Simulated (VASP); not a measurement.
Wanted: the native input for a VASP 6.6.1 run.

```yaml
Task: single point
Functional: PBE
Potentials_or_basis: VASP PAW PBE potentials, release 64 (Ta_pv, Si)
Cutoff: 520 eV
k_mesh: 4 × 4 × 4
Occupations: gaussian, width 0.1 eV
Spin: no spin polarisation
Dipole_correction: no
Further_INCAR_settings: ALGO = Normal; EDIFF = 1e-06; NBANDS = 28
```

The structure of TaSi2 lies in POSCAR:

```
TaSi2
1.0
    0.0000000000      3.5191448776      3.5191448776
    3.5191448776      0.0000000000      3.5191448776
    3.5191448776      3.5191448776      0.0000000000
Ta Si
2 4
Direct
    0.0000000000      0.0000000000      0.0000000000
    0.2500000000      0.2500000000      0.2500000000
    0.6250000000      0.6250000000      0.6250000000
    0.1250000000      0.6250000000      0.6250000000
    0.6250000000      0.6250000000      0.1250000000
    0.6250000000      0.1250000000      0.6250000000
```

One way to write it, as run:

INCAR

```
SYSTEM = TaSi2
PREC = Accurate
ENCUT = 520
EDIFF = 1E-6
ISMEAR = 0
SIGMA = 0.1
LREAL = .False.
LASPH = .True.
NELM = 60
ALGO = Normal
ISIF = 2
LWAVE = .False.
LCHARG = .False.
GGA = PE
NBANDS = 28
```

KPOINTS

```
Automatic mesh
0
Gamma
  4 4 4
  0 0 0
```

Potentials or basis: VASP PAW PBE potentials, release 64 (Ta_pv, Si).

Command:

```console
$ cat potpaw_PBE.64/Ta_pv/POTCAR potpaw_PBE.64/Si/POTCAR > POTCAR
$ mpirun -np 1 vasp_std > vasp.out
```

It gave:

- Pressure: -5.6 GPa
- Band gap on the k mesh: zero (bands 19 and 20 overlap by 2.04 eV)

Caveat: the k points lie up to 0.39 Å⁻¹ apart, too coarse for converged energies and pressures of a metal; spin-orbit coupling is left out, which moves the levels of the heavy elements.

Wall time 26 s on 1 thread of Intel(R) Xeon(R) Platinum 8259CL CPU @ 2.50GHz (Skylake/Cascade Lake), on a shared host, peak memory 0.24 GiB.
